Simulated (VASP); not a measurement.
Input of a VASP 6.6.1 run:

File POSCAR:

```
Fe
1.0
   -1.2229884552      1.2229884552      2.0125853163
    1.2229884552     -1.2229884552      2.0125853163
    1.2229884552      1.2229884552     -2.0125853163
Fe
1
Direct
    0.0000000000      0.0000000000      0.0000000000
```

INCAR.step1

```
SYSTEM = Fe
PREC = Accurate ; ENCUT = 520
ISMEAR = 0 ; SIGMA = 0.1
LREAL = .False. ; LASPH = .True.
NELM = 150 ; ISPIN = 2
MAGMOM = 3.16 ; LMAXMIX = 4
NBANDS = 14 ; GGA = PE
ALGO = Normal ; EDIFF = 1E-4
LWAVE = .True. ; LCHARG = .False.
```

INCAR.step2

```
SYSTEM = Fe
PREC = Accurate ; ENCUT = 520
EDIFF = 1E-6 ; ISMEAR = 0
SIGMA = 0.1 ; LREAL = .False.
LASPH = .True. ; NELM = 150
ALGO = Normal ; ISIF = 2
LWAVE = .False. ; LCHARG = .False.
ISPIN = 2 ; MAGMOM = 3.16
LORBIT = 11 ; LMAXMIX = 4
METAGGA = R2SCAN ; LMIXTAU = .True.
NBANDS = 14 ; ISTART = 1
```

KPOINTS

```
Automatic mesh
0
Gamma
  30 30 30
  0 0 0
```

Potentials or basis: VASP PAW PBE potentials, release 64 (Fe).

Launch:

```console
$ cat potpaw_PBE.64/Fe/POTCAR > POTCAR
$ cp INCAR.step1 INCAR
$ mpirun -np 1 vasp_std > vasp.out
$ cp INCAR.step2 INCAR
$ mpirun -np 1 vasp_std > vasp.out
```

What does it give for the site moments?

Fe +2.79 μB.

Estimate the pressure.

-0.3 GPa.

Estimate the net moment.

2.73 μB per cell.

Stress tensor (GPa, compression positive):
```
-0.39  0.00  0.00
 0.00 -0.39  0.00
 0.00  0.00 -0.15
```

Caveat: the PAW data sets were made with another functional, which shifts forces and pressure a little.
